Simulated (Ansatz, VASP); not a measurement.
## KBr in VASP and in Ansatz

Contents of INCAR:

```
ALGO = Normal ; EDIFF = 1E-7
ENCUT = 520 ; GGA = PS
GGA_COMPAT = False ; ISIF = 2
ISMEAR = 0 ; LASPH = True
LCHARG = False ; LORBIT = 11
LORBMOM = True ; LREAL = False
LSORBIT = True ; LWAVE = False
MAGMOM = 0 0 0 0 0 0 ; NBANDS = 28
NELM = 150 ; PREC = Accurate
SIGMA = 0.01
```

File KPOINTS:

```
k-points
0
Gamma
  6 6 6
```

The input POSCAR:

```
KBr
1.0
    0.0000000000      3.2745285651      3.2745285651
    3.2745285651      0.0000000000      3.2745285651
    3.2745285651      3.2745285651      0.0000000000
K Br
1 1
Direct
   -0.0015269374     -0.0015269374     -0.0015269374
    0.5000000000      0.5000000000      0.5000000000
```

Input for Ansatz:

```yaml
crystal:
  lattice:
    - [0.0, 3.27452856506, 3.27452856506]
    - [3.27452856506, 0.0, 3.27452856506]
    - [3.27452856506, 3.27452856506, 0.0]
  atoms:
    - { symbol: K, position: [-0.001526937359, -0.001526937359, -0.001526937359] }
    - { symbol: Br, position: [0.5, 0.5, 0.5] }
kpoints:
  mp_grid: { grid: [6, 6, 6] }
scf:
  occupations: { method: fixed }
  convergence: { dr2_threshold: 1.0e-10 }
hamiltonian:
  xc: pbesol
  pseudopotentials: { kind: all_electron, lapw: { basis_error: 0.0005 } }
magnetization:
  noncollinear: true
  spin_orbit: true
output:
  forces: true
  stress: true
  eigenstates:
    kpoints:
      - [0.0, 0.0, 0.0]
      - [-0.5, 0.0, -0.5]
      - [0.0, -0.5, -0.5]
      - [-0.5, -0.5, 0.0]
      - [-0.5, 0.0, 0.0]
      - [0.0, -0.5, 0.0]
      - [0.0, 0.0, -0.5]
      - [-0.5, -0.5, -0.5]
  eigenvalues: true
```

Change from the starting cell: atom 1 moved by [-0.01, -0.01, -0.01] A.

Alike in both runs: task single point; functional PBEsol; k mesh 6 × 6 × 6; non-collinear spin, spin-orbit coupling.

|  | VASP | Ansatz |
| --- | --- | --- |
| version | VASP 6.6.1 | Ansatz 0.2.0 |
| potentials or method | VASP PAW PBE potentials, release 64 (K_sv, Br), cutoff 520 eV | all-electron LAPW |
| occupations | gaussian, width 0.01 eV | fixed |

VASP gave:

* pressure (GPa): 0.1
* rms of the force components (eV/Å): 0.012

Task: What did Ansatz give for the same quantities?

Result: Pressure (GPa): 0.0; rms of the force components (eV/Å): 0.012.

VASP's potentials were made for PBE, not for PBEsol. Atom by atom the forces differ by 0.000 eV/Å (rms over components). Ansatz ran all-electron here, and VASP with PAW potentials.
